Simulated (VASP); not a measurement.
# Al3Ni2 (P-3m1) in VASP: a series of runs, part 2 of 2

VASP 6.6.1. The steps go on from the part before.

### Step 5. Single point, PBEsol

This run uses another cell than the first one, of 13.22 Å³/atom.

The input, INCAR:

```
PREC = Accurate ; ENCUT = 520
EDIFF = 1E-6 ; ISMEAR = 0
SIGMA = 0.1 ; LREAL = False
LASPH = True ; NELM = 100
ALGO = Fast ; ISIF = 2
LWAVE = False ; LCHARG = False
GGA = PS ; NBANDS = 22
```

The input, KPOINTS:

```
regular mesh
0
Gamma
  12 12 8
```

The input, POSCAR:

```
Al3Ni2
1.0
    3.9753672193      0.0000000000      0.0000000000
   -1.9876836096      3.4427690013      0.0000000000
    0.0000000000      0.0000000000      4.8290407629
Al Ni
3 2
Direct
    0.0000000000      0.0000000000      0.0000000000
    0.3333333333      0.6666666667      0.6474293850
    0.6666666667      0.3333333333      0.3525706150
    0.3333333333      0.6666666667      0.1457631419
    0.6666666667      0.3333333333      0.8542368581
```

Potentials or basis: VASP PAW PBE potentials, release 64 (Al, Ni).

The run is started by

```sh
> cat potpaw_PBE.64/Al/POTCAR potpaw_PBE.64/Ni/POTCAR > POTCAR
> mpirun -np 1 vasp_std > vasp.out
```

OUTCAR:

```text
PREC = Accurate
   ENCUT = 520
   EDIFF = 1E-6
   ISMEAR = 0
   LREAL = False
   LASPH = True
   NELM = 100
   ISIF = 2
   GGA = PS

 ion  position               nearest neighbor table
   1  0.000  0.000  0.000-   4 2.40   5 2.40   4 2.40   5 2.40   5 2.40   4 2.40   2 2.86   3 2.86
                             2 2.86   3 2.86   2 2.86   3 2.86
   2  0.333  0.667  0.647-   4 2.41   4 2.42   5 2.50   5 2.50   5 2.50   3 2.70   3 2.70   3 2.70
                             1 2.86   1 2.86   1 2.86
   3  0.667  0.333  0.353-   5 2.41   5 2.42   4 2.50   4 2.50   4 2.50   2 2.70   2 2.70   2 2.70
                             1 2.86   1 2.86   1 2.86
   4  0.333  0.667  0.146-   1 2.40   1 2.40   1 2.40   2 2.41   2 2.42   3 2.50   3 2.50   3 2.50
                             5 2.69   5 2.69   5 2.69
   5  0.667  0.333  0.854-   1 2.40   1 2.40   1 2.40   3 2.41   3 2.42   2 2.50   2 2.50   2 2.50
                             4 2.69   4 2.69   4 2.69

  LATTYP: Found a hexagonal cell.
 ALAT       =     3.9753672193
 C/A-ratio  =     1.2147408017

  Lattice vectors:

 A1 = (   3.9753672193,   0.0000000000,   0.0000000000)
 A2 = (  -1.9876836096,   3.4427690013,   0.0000000000)
 A3 = (   0.0000000000,   0.0000000000,   4.8290407629)

Analysis of symmetry for initial positions (statically):
=====================================================================
 Subroutine PRICEL returns:
 Original cell was already a primitive cell.

 Routine SETGRP: Setting up the symmetry group for a
 hexagonal supercell.

 Subroutine GETGRP returns: Found 12 space group operations
 (whereof 12 operations were pure point group operations)
 out of a pool of 24 trial point group operations.

The static configuration has the point symmetry D_3d.

Analysis of symmetry for dynamics (positions and initial velocities):
=====================================================================
 Subroutine PRICEL returns:
 Original cell was already a primitive cell.

[... 134 lines left out ...]
  volume/ion in A,a.u.               =      13.22        89.20
  Fermi-wavevector in a.u.,A,eV,Ry     =   1.244015  2.350847 21.056001  1.547572
  Thomas-Fermi vector in A             =   2.378300
   LORBIT       =      0    0 simple, 1 ext, 2 COOP (PROOUT), +10 PAW based schemes
   GGA     = PS    functional components
   LHFCALC =     F    Hartree Fock is set to
   AEXX    =    0.0000 exact exchange contribution
   IVDW    =     0    specifies the selected vdW correction
   LEPSILON=     F    determine dielectric tensor
   LRPA    =     F    only Hartree local field effects (RPA)
 non-spin polarized calculation
 RMM-DIIS sequential band-by-band and
 Gauss-broadening in eV      SIGMA  =   0.10
  energy-cutoff  :      520.00
  volume of cell :       66.09
 maximum number of plane-waves:      1806
 NGX is ok and might be reduce to    30
   NGX = 15   NGY = 15   NGZ = 17

 number of electron      29.0000013 magnetization

 Free energy of the ion-electron system (eV)
  ---------------------------------------------------
  ext. energy  EPLUGINS =         0.00000000
  ---------------------------------------------------
  free energy    TOTEN  =       -27.65544923 eV

  energy without entropy =      -27.64899755  energy(sigma->0) =      -27.65222339

 E-fermi :   8.7346     XC(G=0): -11.4537

 val. band max:        8.7339934436   @ k =   0.0833   0.0833   0.0000
 cond. band min:       8.7362698831   @ k =   0.1667   0.0833   0.5000
 fundamental gap:      0.0022764395
 Fermi energy:         8.7346049585

 k-point     1 :       0.0000    0.0000    0.0000
  band No.  band energies     occupation
      1      -1.9599      2.00000
      2       3.4296      2.00000
      3       3.8368      2.00000
      4       5.0708      2.00000
      5       5.0708      2.00000
      6       5.6499      2.00000
[... 589 lines left out ...]
     21      14.9589      0.00000
     22      15.3358      0.00000

 [... further k-points ...]

------------------------ aborting loop because EDIFF is reached ----------------------------------------

  FORCE on cell =-STRESS in cart. coord.  units (eV):
  Direction    XX          YY          ZZ          XY          YZ          ZX
  --------------------------------------------------------------------------------------
  -------------------------------------------------------------------------------------
  Total        1.2559022      1.2559022      1.2871126      0.0000000     -0.0000000      0.0000000
  in kB       30.4453105     30.4453105     31.2019043      0.0000000     -0.0000000      0.0000000
  external PRESSURE =      30.6975084 kB  Pullay stress =       0.0000000 kB

 VOLUME and BASIS-vectors are now :
 -----------------------------------------------------------------------------
  energy-cutoff  :      520.00
  volume of cell :       66.09
      direct lattice vectors                 reciprocal lattice vectors
     3.975367219  0.000000000  0.000000000     0.251549088  0.145231934  0.000000000
    -1.987683610  3.442769001  0.000000000     0.000000000  0.290463868  0.000000000
     0.000000000  0.000000000  4.829040763     0.000000000  0.000000000  0.207080464

 POSITION                                       TOTAL-FORCE (eV/Angst)
 -----------------------------------------------------------------------------------
      0.00000      0.00000      0.00000        -0.000000      0.000000      0.000000
     -0.00000      2.29518      3.12646         0.000000     -0.000000     -0.000839
      1.98768      1.14759      1.70258        -0.000000      0.000000      0.000839
     -0.00000      2.29518      0.70390         0.000000     -0.000000      0.019267
      1.98768      1.14759      4.12514        -0.000000      0.000000     -0.019267
 -----------------------------------------------------------------------------------
    total drift:                               -0.000000      0.000000      0.000000

  FREE ENERGIE OF THE ION-ELECTRON SYSTEM (eV)
  ---------------------------------------------------
  free  energy   TOTEN  =       -27.6554492316 eV

  energy  without entropy=      -27.6489975466  energy(sigma->0) =      -27.65222339
```

OSZICAR:

```text
N       E                     dE             d eps       ncg     rms          rms(c)
DAV:   1     0.138799753668E+03    0.13880E+03   -0.11869E+04  5764   0.135E+03
DAV:   2    -0.239986129063E+02   -0.16280E+03   -0.15387E+03  5812   0.274E+02
DAV:   3    -0.311232914066E+02   -0.71247E+01   -0.69547E+01  7070   0.727E+01
DAV:   4    -0.312761378754E+02   -0.15285E+00   -0.15271E+00  6776   0.958E+00
DAV:   5    -0.312816762733E+02   -0.55384E-02   -0.55380E-02  7174   0.194E+00    0.194E+01
RMM:   6    -0.377708781210E+02   -0.64892E+01   -0.72933E+01  6627   0.946E+01    0.292E+01
RMM:   7    -0.278898438858E+02    0.98810E+01   -0.21102E+01  5767   0.535E+01    0.288E+00
RMM:   8    -0.277037438562E+02    0.18610E+00   -0.12086E+00  5823   0.945E+00    0.220E+00
RMM:   9    -0.276532708961E+02    0.50473E-01   -0.25593E-01  6129   0.433E+00    0.542E-01
RMM:  10    -0.276557405380E+02   -0.24696E-02   -0.39173E-02  6736   0.161E+00    0.459E-01
RMM:  11    -0.276559816454E+02   -0.24111E-03   -0.11313E-02  6884   0.120E+00    0.312E-01
RMM:  12    -0.276567546884E+02   -0.77304E-03   -0.11327E-02  6461   0.109E+00    0.351E-01
RMM:  13    -0.276554166035E+02    0.13381E-02   -0.26314E-03  6557   0.619E-01    0.352E-02
RMM:  14    -0.276554504099E+02   -0.33806E-04   -0.53483E-04  6981   0.170E-01    0.412E-02
RMM:  15    -0.276554655820E+02   -0.15172E-04   -0.14736E-04  8016   0.824E-02    0.373E-02
RMM:  16    -0.276554481158E+02    0.17466E-04   -0.36360E-05  6729   0.519E-02    0.478E-03
RMM:  17    -0.276554491285E+02   -0.10127E-05   -0.11607E-05  6779   0.214E-02    0.465E-03
RMM:  18    -0.276554492316E+02   -0.10310E-06   -0.20761E-06  4213   0.113E-02
   1 F= -.27655449E+02 E0= -.27652223E+02  d E =-.645169E-02
```

stdout:

```text
POSCAR found type information on POSCAR AlNi
 POSCAR found :  2 types and       5 ions
 scaLAPACK will be used
 -----------------------------------------------------------------------------
|                                                                             |
|                                                                             |
|     You enforced a specific xc type in the INCAR file but a different       |
|     I HOPE YOU KNOW WHAT YOU ARE DOING!                                     |
|                                                                             |
 -----------------------------------------------------------------------------

 LDA part: xc-table for (Slater+PW92), standard interpolation
 POSCAR, INCAR and KPOINTS ok, starting setup
 FFT: planning ... GRIDC
 FFT: planning ... GRID_SOFT
 FFT: planning ... GRID
 WAVECAR not read
 entering main loop
```

It took 3.7 min on 1 thread of Intel Xeon Platinum 8259CL at 2.50GHz (Skylake/Cascade Lake), shared host; peak memory 0.29 GiB.

What came out:

* Free energy: -27.6554 eV
* Pressure: 3.1 GPa
* Largest force: 0.019 eV/Å
* Band gap on the k mesh: zero (an odd number of electrons rules out a gap without spin polarisation)

Forces in eV/Å, atoms in the order of the input:
```
Al   0.000  0.000  0.000
Al   0.000  0.000 -0.001
Al   0.000  0.000  0.001
Ni   0.000  0.000  0.019
Ni   0.000  0.000 -0.019
```

Stress tensor (GPa, compression positive):
```
3.04 0.00 0.00
0.00 3.04 0.00
0.00 0.00 3.12
```

Caveat: the cell stands under pressure; the PAW data sets were made with another functional, which shifts forces and pressure a little. Spin polarisation is off, so any magnetic state and its effect on volume and gap are missing.

### Step 6. Overview

```tsv
cell	further INCAR settings	gap on the mesh (eV)	pressure (GPa)	largest force (eV/Å)
a = 3.884, b = 3.884, c = 4.729 Å, angles 90.0, 90.0, 120.0°, 5 atoms	ALGO = Fast; EDIFF = 1e-06; NBANDS = 22	none	15.2	0.02
a = 3.884, b = 3.884, c = 4.729 Å, angles 90.0, 90.0, 120.0°, 5 atoms	ALGO = Fast; EDIFF = 1e-07; NBANDS = 22	none	15.1	0.02
a = 3.934, b = 3.934, c = 4.784 Å, angles 90.0, 90.0, 120.0°, 5 atoms	ALGO = Fast; EDIFF = 1e-06; NBANDS = 22	none	8.2	0.01
a = 3.975, b = 3.975, c = 4.829 Å, angles 90.0, 90.0, 120.0°, 5 atoms	ALGO = Fast; EDIFF = 1e-06; NBANDS = 22	none	3.1	0.02
```

Alike in all rows: task single point; level PBEsol; potentials or basis VASP PAW PBE potentials, release 64 (Al, Ni); no spin polarisation; k mesh 12 × 12 × 8; cutoff (eV) 520; smearing gaussian 0.1 eV.

Caveats: the cell stands under pressure; the PAW data sets were made with another functional, which shifts forces and pressure a little.

Absolute energies hang on the potentials; compare differences alone.
